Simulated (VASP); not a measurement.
# Ag (Cmcm) in VASP: single point with r2SCAN

Aim: the single point of Ag with r2SCAN.

Program: VASP 6.6.1. These are calculated values, not measurements. Logs are shortened: lines on timing, memory, paths and dates and some standing lists are left out, and cuts for length are marked.

## Step 1: The cell of the first run

The structure is orthorhombic, space group Cmcm (No. 63). Conventional cell: a = 4.683 Å, b = 3.311 Å, c = 4.683 Å, α = 90.00°, β = 90.00°, γ = 90.00°. Within 3.7 Å of Ag (site symmetry m2m) lie 14 Ag at 2.83 to 3.31 Å.

## Step 2: Single point, r2SCAN (atoms displaced along a vibrational mode)

POSCAR reads:

```
Ag
1.0
   -1.6556540000      1.6556540000      1.6556540000
    1.6556540000     -1.6556540000      1.6556540000
    3.3113080000      3.3113080000      0.0000000000
Ag
2
Direct
   -0.0113248299     -0.0113248299      0.0000000000
    0.5113248299      0.5113248299      0.5000000000
```

INCAR.step1 reads:

```
PREC     = Accurate       # precision mode
ENCUT    = 520            # plane-wave cutoff, eV
ISMEAR   = 0              # smearing method
SIGMA    = 0.15           # smearing width, eV
LREAL    = F              # projectors in reciprocal space
LASPH    = T              # aspherical terms in the spheres
NELM     = 100            # most SCF steps
NBANDS   = 18             # bands
GGA      = PE             # functional
ALGO     = Normal         # electronic algorithm
EDIFF    = 1E-4           # SCF threshold, eV
LWAVE    = T              # write WAVECAR
LCHARG   = F              # write CHGCAR
```

INCAR.step2 reads:

```
PREC     = Accurate       # precision mode
ENCUT    = 520            # plane-wave cutoff, eV
EDIFF    = 1E-6           # SCF threshold, eV
ISMEAR   = 0              # smearing method
SIGMA    = 0.15           # smearing width, eV
LREAL    = F              # projectors in reciprocal space
LASPH    = T              # aspherical terms in the spheres
NELM     = 100            # most SCF steps
ALGO     = Normal         # electronic algorithm
ISIF     = 2              # what is computed and relaxed
LWAVE    = F              # write WAVECAR
LCHARG   = T              # write CHGCAR
METAGGA  = R2SCAN         # meta-GGA
LMIXTAU  = T            
LELF     = T              # ELF
LVHAR    = T            
NBANDS   = 18             # bands
ISTART   = 1
```

KPOINTS reads:

```
regular mesh
0
Gamma
  18 18 10
```

Potentials or basis: VASP PAW PBE potentials, release 64 (Ag).

On the command line:

```sh
$ cat potpaw_PBE.64/Ag/POTCAR > POTCAR
$ cp INCAR.step1 INCAR
$ mpirun -np 1 vasp_std > vasp.out
$ cp INCAR.step2 INCAR
$ mpirun -np 1 vasp_std > vasp.out
```

OUTCAR:

```text
PREC = Accurate
   ENCUT = 520
   EDIFF = 1E-6
   ISMEAR = 0
   LREAL = F
   LASPH = T
   NELM = 100
   ISIF = 2
   METAGGA = R2SCAN
   ISTART = 1

 ion  position               nearest neighbor table
   1  0.989  0.989  0.000-   2 2.83   2 2.83   2 2.91   2 2.91   2 3.31   2 3.31   2 3.31   2 3.31

   2  0.511  0.511  0.500-   1 2.83   1 2.83   1 2.91   1 2.91   1 3.31   1 3.31   1 3.31   1 3.31

  LATTYP: Found a base centered orthorhombic cell.
 ALAT       =     3.3113080000
 B/A-ratio  =     1.4142135624
 C/A-ratio  =     1.4142135624

  Lattice vectors:

 A1 = (  -1.6556540000,   1.6556540000,   1.6556540000)
 A2 = (   1.6556540000,  -1.6556540000,   1.6556540000)
 A3 = (   3.3113080000,   3.3113080000,   0.0000000000)

Analysis of symmetry for initial positions (statically):
=====================================================================
 Subroutine PRICEL returns:
 Original cell was already a primitive cell.

 Routine SETGRP: Setting up the symmetry group for a
 base centered orthorhombic supercell.

 Subroutine GETGRP returns: Found  8 space group operations
 (whereof  4 operations were pure point group operations)
 out of a pool of  8 trial point group operations.

The static configuration has the point symmetry C_2v.
 The point group associated with its full space group is D_2h.

Analysis of symmetry for dynamics (positions and initial velocities):
=====================================================================
 Subroutine PRICEL returns:
 Original cell was already a primitive cell.

 Routine SETGRP: Setting up the symmetry group for a
 base centered orthorhombic supercell.

 Subroutine GETGRP returns: Found  8 space group operations
 (whereof  4 operations were pure point group operations)
 out of a pool of  8 trial point group operations.

The dynamic configuration has the point symmetry C_2v.
 The point group associated with its full space group is D_2h.

 Subroutine INISYM returns: Found  8 space group operations
 (whereof  4 operations are pure point group operations),
 and found     1 'primitive' translations

----------------------------------------------------------------------------------------

                                     Primitive cell

  volume of cell :      36.3077

  direct lattice vectors                    reciprocal lattice vectors
    -1.655654000  1.655654000  1.655654000    -0.150997733  0.150997733  0.301995465
     1.655654000 -1.655654000  1.655654000     0.150997733 -0.150997733  0.301995465
     3.311308000  3.311308000  0.000000000     0.150997733  0.150997733  0.000000000

  length of vectors
     2.867676848  2.867676848  4.682896683     0.369867397  0.369867397  0.213543041

  position of ions in fractional coordinates (direct lattice)
     0.988675170  0.988675170  0.000000000
     0.511324830  0.511324830  0.500000000

  ion indices of the primitive-cell ions
   primitive index   ion index
                 1           1
                 2           2

----------------------------------------------------------------------------------------

 KPOINTS: regular mesh

Automatic generation of k-mesh.
 Grid dimensions read from file:
 generate k-points for:   18   18   10

 Generating k-lattice:

  Cartesian coordinates                     Fractional coordinates (reciprocal lattice)
    -0.008388763  0.008388763  0.016777526     0.055555556  0.000000000  0.000000000
     0.008388763 -0.008388763  0.016777526     0.000000000  0.055555556  0.000000000
     0.015099773  0.015099773  0.000000000     0.000000000  0.000000000  0.100000000

  Length of vectors
     0.020548189  0.020548189  0.021354304

  Shift w.r.t. Gamma in fractional coordinates (k-lattice)
     0.000000000  0.000000000  0.000000000

 Subroutine IBZKPT returns following result:
 ===========================================

 Found    546 irreducible k-points:

 Following reciprocal coordinates:
            Coordinates               Weight
  0.000000  0.000000  0.000000      1.000000
  0.055556  0.000000  0.000000      4.000000
  0.111111  0.000000  0.000000      4.000000
  0.166667  0.000000  0.000000      4.000000
  0.222222  0.000000  0.000000      4.000000
  0.277778  0.000000  0.000000      4.000000
[... 16 lines left out ...]
 -0.277778  0.055556  0.000000      4.000000
 -0.222222  0.055556  0.000000      4.000000
 [... further k-points ...]
   k-points           NKPTS =    546   k-points in BZ     NKDIM =    546   number of bands    NBANDS=     18
   number of dos      NEDOS =    301   number of ions     NIONS =      2
   total plane-waves  NPLWV =  20736
   dimension x,y,z NGX =    24 NGY =   24 NGZ =   36
   dimension x,y,z NGXF=    48 NGYF=   48 NGZF=   72
   ions per type =               2
   NGX,Y,Z   is equivalent  to a cutoff of  13.91, 13.91, 12.78 a.u.
   NGXF,Y,Z  is equivalent  to a cutoff of  27.83, 27.83, 25.56 a.u.
 SYSTEM =  unknown system
   PREC   = accura    normal or accurate (medium, high low for compatibility)
   ISTART =      1    job   : 0-new  1-cont  2-samecut
   ICHARG =      0    charge: 1-file 2-atom 10-const
   ISPIN  =      1    spin polarized calculation?
   LNONCOLLINEAR =      F non collinear calculations
   LSORBIT =      F    spin-orbit coupling
   LASPH  =      T    aspherical Exc in radial PAW
   ENCUT  =  520.0 eV  38.22 Ry    6.18 a.u.   5.33  5.33  8.71*2*pi/ulx,y,z
   NELM   =    100;   NELMIN=  2; NELMDL=  0     # of ELM steps
   EDIFF  = 0.1E-05   stopping-criterion for ELM
   LREAL  =      F    real-space projection
   EDIFFG = 0.1E-04   stopping-criterion for IOM
   NSW    =      0    number of steps for IOM
   IBRION =     -1    ionic relax: 0-MD 1-quasi-New 2-CG
   NFREE  =      0    steps in history (QN), initial steepest desc. (CG)
   ISIF   =      2    stress and relaxation
   ISYM   =      2    0-nonsym 1-usesym 2-fastsym
   POTIM  = 0.5000    time-step for ionic-motion
   TEBEG  =    0.0;   TEEND  =   0.0 temperature during run
   PSTRESS=    0.0 pullay stress
   NELECT =      22.0000    total number of electrons
   NUPDOWN=      -1.0000    fix difference up-down
   EMIN   =  10.00;   EMAX   =-10.00  energy-range for DOS
   EFERMI =   0.00;   METHOD = LEGACY
   ISMEAR =     0;   SIGMA  =   0.15  broadening in eV -4-tet -1-fermi 0-gaus
   EFERMI_NEDOS =   21; number of points for ismear=-14 and -15
   IALGO  =     38    algorithm
   IMIX   =      4    mixing-type and parameters
     AMIX     =   0.40;   BMIX     =  1.00
     AMIX_MAG =   1.60;   BMIX_MAG =  1.00
  volume/ion in A,a.u.               =      18.15       122.51
  Fermi-wavevector in a.u.,A,eV,Ry     =   1.385318  2.617871 26.111022  1.919106
  Thomas-Fermi vector in A             =   2.509739
   LORBIT       =      0    0 simple, 1 ext, 2 COOP (PROOUT), +10 PAW based schemes
   METAGGA = R2SCAN    functional components
   LHFCALC =     F    Hartree Fock is set to
   AEXX    =    0.0000 exact exchange contribution
   IVDW    =     0    specifies the selected vdW correction
   LEPSILON=     F    determine dielectric tensor
   LRPA    =     F    only Hartree local field effects (RPA)
 non-spin polarized calculation
 Gauss-broadening in eV      SIGMA  =   0.15
  energy-cutoff  :      520.00
  volume of cell :       36.31
 maximum number of plane-waves:       993
 NGX is ok and might be reduce to    24
   NGX = 11   NGY = 11   NGZ = 17

 number of electron      22.0000005 magnetization

 Free energy of the ion-electron system (eV)
  ---------------------------------------------------
  ext. energy  EPLUGINS =         0.00000000
  ---------------------------------------------------
  free energy    TOTEN  =       -42.62859393 eV

  energy without entropy =      -42.62209747  energy(sigma->0) =      -42.62534570

 E-fermi :   7.6569     XC(G=0): -12.5343

 val. band max:        7.6351607963   @ k =  -0.3889   0.3889   0.4000
 cond. band min:       7.6758342621   @ k =   0.3889   0.0000   0.4000
 fundamental gap:      0.0406734657
 Fermi energy:         7.6569022369

 k-point     1 :       0.0000    0.0000    0.0000
  band No.  band energies     occupation
      1       0.1154      2.00000
      2       1.2491      2.00000
      3       1.8571      2.00000
      4       2.5588      2.00000
      5       2.5643      2.00000
      6       2.5703      2.00000
[... 10 lines left out ...]
     17      26.0770      0.00000
     18      26.0835      0.00000

 k-point     2 :       0.0556    0.0000    0.0000
  band No.  band energies     occupation
      1       0.1909      2.00000
      2       1.2918      2.00000
      3       1.8737      2.00000
      4       2.5492      2.00000
      5       2.5664      2.00000
      6       2.6048      2.00000
[... 10 lines left out ...]
     17      25.9683      0.00000
     18      26.1339      0.00000

 k-point     3 :       0.1111    0.0000    0.0000
  band No.  band energies     occupation
      1       0.4114      2.00000
      2       1.4100      2.00000
      3       1.9236      2.00000
      4       2.5141      2.00000
      5       2.5534      2.00000
      6       2.7352      2.00000
[... 10 lines left out ...]
     17      25.6688      0.00000
     18      26.2909      0.00000

 k-point     4 :       0.1667    0.0000    0.0000
  band No.  band energies     occupation
      1       0.7557      2.00000
      2       1.5689      2.00000
      3       2.0122      2.00000
      4       2.4624      2.00000
      5       2.5270      2.00000
      6       2.9584      2.00000
[... 10 lines left out ...]
     17      24.7712      0.00000
     18      26.5171      0.00000

 k-point     5 :       0.2222    0.0000    0.0000
  band No.  band energies     occupation
      1       1.1750      2.00000
      2       1.7052      2.00000
      3       2.1604      2.00000
      4       2.4133      2.00000
      5       2.4827      2.00000
      6       3.1176      2.00000
[... 10 lines left out ...]
     17      23.3092      0.00000
     18      26.1181      0.00000

 k-point     6 :       0.2778    0.0000    0.0000
  band No.  band energies     occupation
      1       1.5653      2.00000
      2       1.7740      2.00000
      3       2.3628      2.00000
      4       2.4191      2.00000
      5       2.4239      2.00000
      6       2.8267      2.00000
[... 307 lines left out ...]
 k-point    21 :      -0.3889    0.0556    0.0000
  band No.  band energies     occupation
      1       1.8736      2.00000
      2       1.9207      2.00000
      3       2.2157      2.00000
      4       2.3858      2.00000
      5       2.5400      2.00000
      6       2.6384      2.00000
[... 10 lines left out ...]
     17      21.7873      0.00000
     18      23.7517      0.00000

 k-point    22 :      -0.3333    0.0556    0.0000
  band No.  band energies     occupation
      1       1.8281      2.00000
      2       1.9143      2.00000
      3       2.2835      2.00000
      4       2.3396      2.00000
      5       2.4404      2.00000
      6       2.5445      2.00000
[... 10 lines left out ...]
     17      22.6147      0.00000
     18      23.7746      0.00000

 k-point    23 :      -0.2778    0.0556    0.0000
  band No.  band energies     occupation
      1       1.5149      2.00000
      2       1.8534      2.00000
      3       2.2874      2.00000
      4       2.3172      2.00000
      5       2.3578      2.00000
      6       2.7618      2.00000
[... 10 lines left out ...]
     17      23.5110      0.00000
     18      23.7683      0.00000

 k-point    24 :      -0.2222    0.0556    0.0000
  band No.  band energies     occupation
      1       1.0865      2.00000
      2       1.7125      2.00000
      3       2.1823      2.00000
      4       2.3896      2.00000
      5       2.4260      2.00000
      6       3.0204      2.00000
[... 10 lines left out ...]
     17      23.6208      0.00000
     18      25.1966      0.00000

 [... further k-points ...]

------------------------ aborting loop because EDIFF is reached ----------------------------------------

  FORCE on cell =-STRESS in cart. coord.  units (eV):
  Direction    XX          YY          ZZ          XY          YZ          ZX
  --------------------------------------------------------------------------------------
  -------------------------------------------------------------------------------------
  Total       -0.7821635     -0.7821635     -0.7991153     -0.0215363     -0.0000000      0.0000000
  in kB      -34.5151187    -34.5151187    -35.2631657     -0.9503470     -0.0000000      0.0000000
  external PRESSURE =     -34.7644677 kB  Pullay stress =       0.0000000 kB

 VOLUME and BASIS-vectors are now :
 -----------------------------------------------------------------------------
  energy-cutoff  :      520.00
  volume of cell :       36.31
      direct lattice vectors                 reciprocal lattice vectors
    -1.655654000  1.655654000  1.655654000    -0.150997733  0.150997733  0.301995465
     1.655654000 -1.655654000  1.655654000     0.150997733 -0.150997733  0.301995465
     3.311308000  3.311308000  0.000000000     0.150997733  0.150997733  0.000000000

 POSITION                                       TOTAL-FORCE (eV/Angst)
 -----------------------------------------------------------------------------------
      0.00000      0.00000      3.27381         0.000000      0.000000      0.141549
      1.65565      1.65565      1.69315        -0.000000     -0.000000     -0.141549
 -----------------------------------------------------------------------------------
    total drift:                               -0.000000     -0.000000      0.000000

  FREE ENERGIE OF THE ION-ELECTRON SYSTEM (eV)
  ---------------------------------------------------
  free  energy   TOTEN  =       -42.6285939323 eV

  energy  without entropy=      -42.6220974653  energy(sigma->0) =      -42.62534570
```

Run time: 20 min. Hardware: 1 thread of Oxide Virtual Turin-like, shared host; peak memory 0.36 GiB.

What came out:

```
Free energy            : -42.6286 eV
Pressure               : -3.5 GPa
Largest force          : 0.142 eV/Å
Band gap on the k mesh : zero (bands 11 and 12 overlap by 8.48 eV)
```

Forces on the atoms (eV/Å):
```
Ag   0.000  0.000  0.142
Ag   0.000  0.000 -0.142
```

Stress tensor (GPa, compression positive):
```
-3.45 -0.10  0.00
-0.10 -3.45  0.00
 0.00  0.00 -3.53
```

Levels at points of the mesh, in eV from the Fermi level:
```tsv
k point	band 8	band 9	band 10	band 11	band 12	band 13	band 14	band 15
(0.00, 0.00, 0.00)	-3.87	-3.86	-3.77	-2.95	0.10	3.87	13.61	14.48
(0.50, 0.00, 0.00)	-3.99	-3.62	-3.60	0.08	0.24	7.55	7.90	8.16
(0.50, 0.50, 0.00)	-3.16	-3.16	-2.94	0.10	3.86	6.99	6.99	7.02
(0.00, 0.00, 0.50)	-4.10	-4.03	-4.03	-3.83	-3.83	11.92	11.92	15.92
(0.50, 0.00, 0.50)	-3.77	-2.94	-2.94	0.11	0.11	3.86	3.86	13.60
(0.50, 0.50, 0.50)	-4.09	-3.05	-3.05	3.37	3.37	4.56	4.56	10.08
```

Caveat: the cell differs from its parent crystal (atoms displaced along a vibrational mode); the cell stands under tension; the PAW data sets were made with another functional, which shifts forces and pressure a little.

The gap in the log of VASP goes by the Fermi energy; the results here count the filled bands.